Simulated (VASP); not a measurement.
A run of VASP 6.6.1 is set up as follows.

INCAR

```
SYSTEM = ZrB
PREC = Accurate
ENCUT = 520
EDIFF = 1E-7
ISMEAR = 0
SIGMA = 0.15
LREAL = .FALSE.
LASPH = .TRUE.
NELM = 60
ALGO = Normal
ISIF = 2
LWAVE = .FALSE.
LCHARG = .FALSE.
GGA = PE
NBANDS = 14
```

File KPOINTS:

```
regular mesh
0
G
  20 20 20
  0 0 0
```

Contents of POSCAR:

```
ZrB
1.0
    0.0000000000      2.6840164403      1.7446106862
    2.6840164403      0.0000000000      1.7446106862
    2.6840164403      2.6840164403      0.0000000000
Zr B
1 1
Direct
    0.0000000000      0.0000000000      0.0000000000
    0.5000000000      0.5000000000      0.5000000000
```

Potentials or basis: VASP PAW PBE potentials, release 64 (Zr_sv, B).

Command:

```console
$ cat potpaw_PBE.64/Zr_sv/POTCAR potpaw_PBE.64/B/POTCAR > POTCAR
$ mpirun -np 1 vasp_std > vasp.out
```

Problem. What does it give for the pressure?

Solution. 77.0 GPa.

Stress tensor (GPa, compression positive):
```
 -3.26   0.00   0.00
  0.00  -3.26   0.00
  0.00   0.00 237.55
```
